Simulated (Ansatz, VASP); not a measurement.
## Zr in VASP and in Ansatz

```
Zr
1.0
     3.18405    0.00000    0.00000
    -1.59203    2.75747    0.00000
     0.00000    0.00000    5.10753
Zr
2
Direct
  0.33333 0.66667 0.25000
  0.66667 0.33333 0.75000
```

Alike in both runs: functional PBEsol; k mesh 6 × 6 × 4; occupations gaussian, width 0.1 eV; no spin polarisation.

Ansatz relaxed the structure, and its values are those at the end. VASP's run is a single point on that final structure, the one shown.

```csv
,VASP,Ansatz
version,VASP 6.6.1,Ansatz 0.2.0
potentials or method,"VASP PAW PBE potentials, release 64 (Zr_sv), cutoff 520 eV","scalar-relativistic, plane waves, PAW"
valence electrons in the cell,24,24
```

|  | VASP | Ansatz | Ansatz less VASP |
| --- | --- | --- | --- |
| gap on the k mesh at the Fermi level (eV) | none | none | - |
| pressure (GPa) | 0.0 | 0.0 | -0.06 |

VASP's potentials were made for PBE, not for PBEsol. A gap of «none» marks a metal or a gap that the smearing closes. With one functional, cell and mesh, what is left measures potentials, basis and numerics.

The k mesh is coarse, so the values compare programs but aren't converged.
